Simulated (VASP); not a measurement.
Runs of VASP 6.6.1 on Cd4Te. The structure is that of space group I4/m (No. 87), or close to it. The cells are those of the table. 

```csv
task,cell,k mesh,cutoff (eV),gap on the mesh (eV),pressure (GPa),largest force (eV/Å)
single point,"a = 5.540 Å, angles 99.4, 99.4, 132.4°, 5 atoms",4 × 4 × 4,520,none,5.1,(b)
single point,"a = 5.767 Å, angles 98.8, 98.8, 134.1°, 5 atoms",4 × 4 × 4,520,none,-0.1,0.02
single point,"a = 5.808 Å, angles 98.2, 98.2, 135.7°, 5 atoms",10 × 10 × 10,520,none,(a),-
relaxation of cell and atoms,"relaxed from a = 5.540 Å, angles 99.4, 99.4, 132.4°, 5 atoms",4 × 4 × 4,600,none,0.0,0.04
```

Alike in all rows: level PBE; potentials or basis VASP PAW PBE potentials, release 64 (Cd, Te); no spin polarisation; smearing gaussian 0.1 eV.

Question: Estimate the missing entries.

Answer: (a) 0.2; (b) 0.27.

Caveats: some runs use coarse meshes; spin-orbit coupling is left out, which moves the levels of the heavy elements.

A k mesh can miss the band edges, and the runs leave out spin-orbit coupling on Cd, Te.

A gap of «none» marks levels without a gap at the run's occupations.
